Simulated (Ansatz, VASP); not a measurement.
# One calculation of VH6, two programs

```
V H
1.0
    -2.50239    2.50239    2.50239
     2.50239   -2.50239    2.50239
     2.50239    2.50239   -2.50239
V H
1 6
Direct
  0.00000 0.00000 0.00000
  0.58151 0.58151 0.00000
  0.41849 0.41849 0.00000
  0.00000 0.41849 0.41849
  0.00000 0.58151 0.58151
  0.58151 0.00000 0.58151
  0.41849 0.00000 0.41849
```

Change from the starting cell: species swapped into the SF6 type (Im-3m, No. 229).

Alike in both runs: functional PBE; k mesh 10 × 10 × 10; occupations gaussian, width 0.1 eV; collinear spin.

Ansatz relaxed the structure, and its values are those at the end. VASP's run is a single point on that final structure, the one shown.

|  | VASP | Ansatz |
| --- | --- | --- |
| version | VASP 6.6.1 | Ansatz 0.2.0 |
| potentials or method | VASP PAW PBE potentials, release 64 (V_sv, H), cutoff 520 eV | scalar-relativistic, plane waves, PAW |
| valence electrons in the cell | 19 | 19 |

|  | VASP | Ansatz | Ansatz less VASP |
| --- | --- | --- | --- |
| gap on the k mesh at the Fermi level (eV) | none | none | - |
| pressure (GPa) | -0.1 | 0.0 | +0.18 |
| rms of the force components (eV/Å) | 0.005 | 0.004 | -0.0008 |
| net moment per atom (μB) | 0.67 | 0.67 | -0.001 |
| size of the moment on the site where the two differ most (μB) | 3.27 | 2.57 | -0.699 |

Site moments also hang on the region over which each program counts them. A gap of «none» marks a metal or a gap that the smearing closes.
